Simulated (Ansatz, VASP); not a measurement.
**HfO2: VASP beside Ansatz**

```xyz
3
Lattice="0.0000 2.5575 2.5575 2.5575 0.0000 2.5575 2.5575 2.5575 0.0000" Properties=species:S:1:pos:R:3 pbc="T T T"
Hf    0.0000    0.0000    0.0000
O     3.8363    3.8363    3.8363
O     1.2788    1.2788    1.2788
```

Alike in both runs: task relaxation of cell and atoms; functional PBE; dispersion D4; k mesh 9 × 9 × 9; occupations fermi-dirac, width 0.05 eV; no spin polarisation.

|  | VASP | Ansatz |
| --- | --- | --- |
| version | VASP 6.6.1 | Ansatz 0.2.0 |
| potentials or method | VASP PAW PBE potentials, release 64 (Hf_pv, O) | Ansatz PAW |
| plane-wave cutoff (eV) | 600 | 420 |
| valence electrons in the cell | 22 | 38 |

Ansatz gave:

| Property | Result |
| --- | --- |
| relaxed volume (Å³/atom) | 10.89 |
| relaxed length of the cell vector where the two differ most in proportion (Å) | 3.589 |

**Question.** Which values does VASP return?

**Answer.** Relaxed volume (Å³/atom): 10.72; relaxed length of the cell vector where the two differ most in proportion (Å): 3.569.

VASP's potentials hold 22 valence electrons a cell and Ansatz's 38, so a difference there can come from the potentials and not from the codes.

Spin-orbit coupling is off throughout. Noted on Ansatz's run: odd divisions of the mesh miss points on the zone boundary, where band edges often lie, so the gap on the mesh can be too wide; the plane-wave basis is chosen anew once the cell has moved, so the energies of steps on either side of that aren't comparable.
